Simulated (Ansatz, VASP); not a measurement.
# Si in VASP and in Ansatz

```
Si
1.0
     0.00000    2.73530    2.73530
     2.73530    0.00000    2.73530
     2.73530    2.73530    0.00000
Si
2
Direct
  0.00000 0.00000 0.00000
  0.25000 0.25000 0.25000
```

Alike in both runs: functional PBE; k mesh 8 × 8 × 8; occupations gaussian, width 0.02 eV; no spin polarisation.

Ansatz relaxed the structure, and its values are those at the end. VASP's run is a single point on that final structure, the one shown.

|  | VASP | Ansatz |
| --- | --- | --- |
| version | VASP 6.6.1 | Ansatz 0.2.0 |
| potentials or method | VASP PAW PBE potentials, release 64 (Si), cutoff 520 eV | scalar-relativistic, plane waves, PAW |
| valence electrons in the cell | 8 | 8 |

Ansatz gave:

```
gap on the k mesh at the Fermi level (eV) : 0.65
least direct gap on the mesh (eV)         : 2.55
pressure (GPa)                            : 0.0
```

Q: Estimate VASP's values.

A: gap on the k mesh at the Fermi level (eV): 0.65; least direct gap on the mesh (eV): 2.56; pressure (GPa): -0.1.
